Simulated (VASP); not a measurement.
Here is a VASP 6.6.1 calculation.

Contents of INCAR:

```
PREC = Accurate ; ENCUT = 500
EDIFF = 1E-7 ; ISMEAR = 0
SIGMA = 0.1 ; LREAL = F
LASPH = T ; NELM = 120
ALGO = Normal ; ISIF = 3
LWAVE = F ; LCHARG = F
GGA = PE ; IBRION = 2
NSW = 90 ; EDIFFG = -0.04
GGA_COMPAT = F ; NELMIN = 4
```

Contents of KPOINTS:

```
Automatic mesh
0
Gamma
  4 4 4
```

File POSCAR:

```
ZnSe3
1.0
    0.0000000000      3.9602370400      3.9602370400
    3.9602370400      0.0000000000      3.9602370400
    3.9602370400      3.9602370400      0.0000000000
Zn Se
1 3
Direct
    0.5000000000      0.5000000000      0.5000000000
    0.0000000000      0.0000000000      0.0000000000
    0.2500000000      0.2500000000      0.2500000000
    0.7500000000      0.7500000000      0.7500000000
```

Potentials or basis: VASP PAW PBE potentials, release 64 (Zn, Se).

Run with:

```sh
$ cat potpaw_PBE.64/Zn/POTCAR potpaw_PBE.64/Se/POTCAR > POTCAR
$ mpirun -np 1 vasp_std > vasp.out
```

Question: What does it give for the space group after relaxing (to 0.05 Å)?

Answer: Fm-3m (No. 225).

Question: Estimate the relaxed cell.

Answer: a = 4.804 Å, b = 4.804 Å, c = 4.804 Å, α = 60.00°, β = 60.00°, γ = 60.00°.

Question: What does it give for the band gap on the k mesh?

Answer: Zero (band 15 reaches 5.03 eV, above the bottom of band 16 at 4.05 eV).

Final structure:
```xyz
4
Lattice="0.0000 3.3970 3.3970 3.3970 0.0000 3.3970 3.3970 3.3970 0.0000" Properties=species:S:1:pos:R:3 pbc="T T T"
Zn    3.3970    3.3970    3.3970
Se    0.0000    0.0000    0.0000
Se    1.6985    1.6985    1.6985
Se    5.0955    5.0955    5.0955
```
